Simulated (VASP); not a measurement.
# CaIrN2 (R-3m) in VASP: notebook, part 2 of 2

VASP 6.6.1. The steps go on from the part before.

## (5) Single point, PBE

This run uses another cell than the first one, of 13.21 Å³/atom.

The input, INCAR:

```
ALGO     = Normal         # electronic algorithm
EDIFF    = 1E-6           # SCF threshold, eV
ENCUT    = 600            # plane-wave cutoff, eV
GGA      = PE             # functional
GGA_COMPAT= False        
ISIF     = 2              # what is computed and relaxed
ISMEAR   = -1             # smearing method
LASPH    = True           # aspherical terms in the spheres
LCHARG   = True           # write CHGCAR
LELF     = True           # ELF
LREAL    = False          # projectors in reciprocal space
LVHAR    = True         
LWAVE    = False          # write WAVECAR
NBANDS   = 22             # bands
NELM     = 120            # most SCF steps
PREC     = Accurate       # precision mode
SIGMA    = 0.1            # smearing width, eV
```

The input, KPOINTS:

```
k-points
0
Gamma
  8 8 8
```

The input, POSCAR:

```
CaIrN2
1.0
    1.7123287800      0.9886134806      5.2022562192
   -1.7123287800      0.9886134806      5.2022562192
    0.0000000000     -1.9772269613      5.2022562192
Ca Ir N
1 1 2
Direct
    0.0000000000      0.0000000000      0.0000000000
    0.5000000000      0.5000000000      0.5000000000
    0.7691190000      0.7691190000      0.7691190000
    0.2308810000      0.2308810000      0.2308810000
```

Potentials or basis: VASP PAW PBE potentials, release 64 (Ca_sv, Ir, N).

Command:

```
$ cat potpaw_PBE.64/Ca_sv/POTCAR potpaw_PBE.64/Ir/POTCAR potpaw_PBE.64/N/POTCAR > POTCAR
$ mpirun -np 1 vasp_std > vasp.out
```

OUTCAR:

```text
EDIFF = 1E-6
   ENCUT = 600
   GGA = PE
   ISIF = 2
   ISMEAR = -1
   LASPH = True
   LREAL = False
   NELM = 120
   PREC = Accurate

 ion  position               nearest neighbor table
   1  0.000  0.000  0.000-   2 3.27   2 3.27   2 3.27   2 3.27   2 3.27   2 3.27
   2  0.500  0.500  0.500-   4 2.22   3 2.22   4 2.22   4 2.22   3 2.22   3 2.22   1 3.27   1 3.27
                             1 3.27   1 3.27   1 3.27   1 3.27
   3  0.769  0.769  0.769-   2 2.22   2 2.22   2 2.22
   4  0.231  0.231  0.231-   2 2.22   2 2.22   2 2.22

  LATTYP: Found a trigonal (rhomboedric) cell.
 ALAT       =     5.5653298406
 COS(alpha) =     0.8106686683

  Lattice vectors:

 A1 = (   1.7123287800,   0.9886134806,   5.2022562192)
 A2 = (  -1.7123287800,   0.9886134806,   5.2022562192)
 A3 = (   0.0000000000,  -1.9772269613,   5.2022562192)

Analysis of symmetry for initial positions (statically):
=====================================================================
 Subroutine PRICEL returns:
 Original cell was already a primitive cell.

 Routine SETGRP: Setting up the symmetry group for a
 trigonal (rhombohedral) supercell.

 Subroutine GETGRP returns: Found 12 space group operations
 (whereof 12 operations were pure point group operations)
 out of a pool of 12 trial point group operations.

The static configuration has the point symmetry D_3d.

Analysis of symmetry for dynamics (positions and initial velocities):
=====================================================================
 Subroutine PRICEL returns:
 Original cell was already a primitive cell.

 Routine SETGRP: Setting up the symmetry group for a
 trigonal (rhombohedral) supercell.

 Subroutine GETGRP returns: Found 12 space group operations
 (whereof 12 operations were pure point group operations)
 out of a pool of 12 trial point group operations.

The dynamic configuration has the point symmetry D_3d.

 Subroutine INISYM returns: Found 12 space group operations
 (whereof 12 operations are pure point group operations),
 and found     1 'primitive' translations

----------------------------------------------------------------------------------------

                                     Primitive cell

  volume of cell :      52.8393

  direct lattice vectors                    reciprocal lattice vectors
     1.712328780  0.988613481  5.202256219     0.291999998  0.168586278  0.064074763
    -1.712328780  0.988613481  5.202256219    -0.291999998  0.168586278  0.064074763
     0.000000000 -1.977226961  5.202256219     0.000000000 -0.337172555  0.064074763

  length of vectors
     5.565329841  5.565329841  5.565329840     0.343206799  0.343206799  0.343206799

  position of ions in fractional coordinates (direct lattice)
     0.000000000  0.000000000  0.000000000
     0.500000000  0.500000000  0.500000000
     0.769119000  0.769119000  0.769119000
     0.230881000  0.230881000  0.230881000

  ion indices of the primitive-cell ions
   primitive index   ion index
                 1           1
                 2           2
                 3           3
                 4           4

----------------------------------------------------------------------------------------

 KPOINTS: k-points

Automatic generation of k-mesh.
 Grid dimensions read from file:
 generate k-points for:    8    8    8

 Generating k-lattice:

  Cartesian coordinates                     Fractional coordinates (reciprocal lattice)
     0.036500000  0.021073285  0.008009345     0.125000000  0.000000000  0.000000000
    -0.036500000  0.021073285  0.008009345     0.000000000  0.125000000  0.000000000
     0.000000000 -0.042146569  0.008009345     0.000000000  0.000000000  0.125000000

  Length of vectors
     0.042900850  0.042900850  0.042900850

  Shift w.r.t. Gamma in fractional coordinates (k-lattice)
     0.000000000  0.000000000  0.000000000

 Subroutine IBZKPT returns following result:
 ===========================================

 Found     65 irreducible k-points:

 Following reciprocal coordinates:
            Coordinates               Weight
  0.000000  0.000000  0.000000      1.000000
  0.125000  0.000000  0.000000      6.000000
  0.250000  0.000000  0.000000      6.000000
  0.375000  0.000000 -0.000000      6.000000
  0.500000  0.000000  0.000000      3.000000
  0.125000  0.125000  0.000000      6.000000
[... 16 lines left out ...]
  0.250000  0.125000  0.125000      6.000000
  0.375000  0.125000  0.125000      6.000000
 [... further k-points ...]
   k-points           NKPTS =     65   k-points in BZ     NKDIM =     65   number of bands    NBANDS=     22
   number of dos      NEDOS =    301   number of ions     NIONS =      4
   total plane-waves  NPLWV = 110592
   dimension x,y,z NGX =    48 NGY =   48 NGZ =   48
   dimension x,y,z NGXF=    96 NGYF=   96 NGZF=   96
   ions per type =               1   1   2
   NGX,Y,Z   is equivalent  to a cutoff of  14.34, 14.34, 14.34 a.u.
   NGXF,Y,Z  is equivalent  to a cutoff of  28.68, 28.68, 28.68 a.u.
 SYSTEM =  unknown system
   PREC   = accura    normal or accurate (medium, high low for compatibility)
   ISTART =      0    job   : 0-new  1-cont  2-samecut
   ICHARG =      2    charge: 1-file 2-atom 10-const
   ISPIN  =      1    spin polarized calculation?
   LNONCOLLINEAR =      F non collinear calculations
   LSORBIT =      F    spin-orbit coupling
   LASPH  =      T    aspherical Exc in radial PAW
   ENCUT  =  600.0 eV  44.10 Ry    6.64 a.u.  11.12 11.12 11.12*2*pi/ulx,y,z
   NELM   =    120;   NELMIN=  2; NELMDL= -5     # of ELM steps
   EDIFF  = 0.1E-05   stopping-criterion for ELM
   LREAL  =      F    real-space projection
   EDIFFG = 0.1E-04   stopping-criterion for IOM
   NSW    =      0    number of steps for IOM
   IBRION =     -1    ionic relax: 0-MD 1-quasi-New 2-CG
   NFREE  =      0    steps in history (QN), initial steepest desc. (CG)
   ISIF   =      2    stress and relaxation
   ISYM   =      2    0-nonsym 1-usesym 2-fastsym
   POTIM  = 0.5000    time-step for ionic-motion
   TEBEG  =    0.0;   TEEND  =   0.0 temperature during run
   PSTRESS=    0.0 pullay stress
   NELECT =      29.0000    total number of electrons
   NUPDOWN=      -1.0000    fix difference up-down
   EMIN   =  10.00;   EMAX   =-10.00  energy-range for DOS
   EFERMI =   0.00;   METHOD = LEGACY
   ISMEAR =    -1;   SIGMA  =   0.10  broadening in eV -4-tet -1-fermi 0-gaus
   EFERMI_NEDOS =   21; number of points for ismear=-14 and -15
   IALGO  =     38    algorithm
   IMIX   =      4    mixing-type and parameters
     AMIX     =   0.40;   BMIX     =  1.00
     AMIX_MAG =   1.60;   BMIX_MAG =  1.00
  volume/ion in A,a.u.               =      13.21        89.14
  Fermi-wavevector in a.u.,A,eV,Ry     =   1.340361  2.532916 24.443804  1.796569
  Thomas-Fermi vector in A             =   2.468680
   LORBIT       =      0    0 simple, 1 ext, 2 COOP (PROOUT), +10 PAW based schemes
   GGA     = PE    functional components
   LHFCALC =     F    Hartree Fock is set to
   AEXX    =    0.0000 exact exchange contribution
   IVDW    =     0    specifies the selected vdW correction
   LEPSILON=     F    determine dielectric tensor
   LRPA    =     F    only Hartree local field effects (RPA)
 non-spin polarized calculation
  energy-cutoff  :      600.00
  volume of cell :       52.84
 maximum number of plane-waves:      1782
 NGX is ok and might be reduce to    48
   NGX = 23   NGY = 23   NGZ = 23

 number of electron      29.0000000 magnetization

 Free energy of the ion-electron system (eV)
  ---------------------------------------------------
  ext. energy  EPLUGINS =         0.00000000
  ---------------------------------------------------
  free energy    TOTEN  =       -27.99624128 eV

  energy without entropy =      -27.90819110  energy(sigma->0) =      -27.95221619

 E-fermi :   5.4866     XC(G=0): -11.5092

 val. band max:        5.4779850754   @ k =  -0.2500   0.3750   0.1250
 cond. band min:       5.5206350499   @ k =  -0.2500   0.5000   0.2500
 fundamental gap:      0.0426499745
 Fermi energy:         5.4866386533

 k-point     1 :       0.0000    0.0000    0.0000
  band No.  band energies     occupation
      1     -34.2545      2.00000
      2     -15.4162      2.00000
      3     -15.1134      2.00000
      4     -15.1134      2.00000
      5      -9.6484      2.00000
      6      -7.0972      2.00000
[... 14 lines left out ...]
     21      10.8148      0.00000
     22      11.5043      0.00000
[... 552 lines left out ...]
  band No.  band energies     occupation
      1     -34.2261      2.00000
      2     -15.3742      2.00000
      3     -15.3546      2.00000
      4     -15.1650      2.00000
      5      -8.8985      2.00000
      6      -7.5765      2.00000
[... 14 lines left out ...]
     21      11.2198      0.00000
     22      12.8203      0.00000

 [... further k-points ...]
[... 5 lines left out ...]
  --------------------------------------------------------------------------------------
  -------------------------------------------------------------------------------------
  Total       -6.6316773     -6.6316772     -5.1770219      0.0000000      0.0000000      0.0000000
  in kB     -201.0838963   -201.0838957   -156.9762350      0.0000000      0.0000000      0.0000000
  external PRESSURE =    -186.3813424 kB  Pullay stress =       0.0000000 kB

 VOLUME and BASIS-vectors are now :
 -----------------------------------------------------------------------------
  energy-cutoff  :      600.00
  volume of cell :       52.84
      direct lattice vectors                 reciprocal lattice vectors
     1.712328780  0.988613481  5.202256219     0.291999998  0.168586278  0.064074763
    -1.712328780  0.988613481  5.202256219    -0.291999998  0.168586278  0.064074763
     0.000000000 -1.977226961  5.202256219     0.000000000 -0.337172555  0.064074763

 POSITION                                       TOTAL-FORCE (eV/Angst)
 -----------------------------------------------------------------------------------
      0.00000      0.00000      0.00000         0.000000      0.000000     -0.000000
      0.00000     -0.00000      7.80338        -0.000000      0.000000     -0.000000
      0.00000     -0.00000     12.00346        -0.000000     -0.000000      0.494997
      0.00000     -0.00000      3.60331        -0.000000      0.000000     -0.494997
 -----------------------------------------------------------------------------------
    total drift:                                0.000000      0.000000      0.000000

  FREE ENERGIE OF THE ION-ELECTRON SYSTEM (eV)
  ---------------------------------------------------
  free  energy   TOTEN  =       -27.9962412843 eV

  energy  without entropy=      -27.9081910980  energy(sigma->0) =      -27.95221619
```

Wall time 6 min (1 thread of Intel Xeon 8259CL, shared host); peak memory 0.38 GiB.

Results:

```
Free energy            : -27.9962 eV
Pressure               : -18.6 GPa
Largest force          : 0.495 eV/Å
Band gap on the k mesh : zero (an odd number of electrons rules out a gap without spin polarisation)
```

Forces on the atoms (eV/Å):
```
Ca   0.000  0.000  0.000
Ir   0.000  0.000  0.000
N    0.000  0.000  0.495
N    0.000  0.000 -0.495
```

Stress tensor (GPa, compression positive):
```
-20.11   0.00   0.00
  0.00 -20.11   0.00
  0.00   0.00 -15.70
```

Caveat: the cell stands under tension; spin-orbit coupling is left out, which moves the levels of the heavy elements.

## (6) Overview

| cell | gap on the mesh (eV) | pressure (GPa) | largest force (eV/Å) |
| --- | --- | --- | --- |
| a = 5.359 Å, angles 35.8°, 4 atoms | none | -0.4 | 0.03 |
| a = 5.430 Å, angles 35.8°, 4 atoms | none | -8.0 | 0.18 |
| a = 5.498 Å, angles 35.8°, 4 atoms | none | -13.9 | 0.35 |
| a = 5.565 Å, angles 35.8°, 4 atoms | none | -18.6 | 0.49 |

Alike in all rows: task single point; level PBE; potentials or basis VASP PAW PBE potentials, release 64 (Ca_sv, Ir, N); no spin polarisation; k mesh 8 × 8 × 8; cutoff (eV) 600; smearing fermi-dirac 0.1 eV.

Caveats: spin-orbit coupling is left out, which moves the levels of the heavy elements; the cell stands under tension (at least some runs).

Total energies depend on the potentials used, so only differences within one code and one set of settings carry meaning.
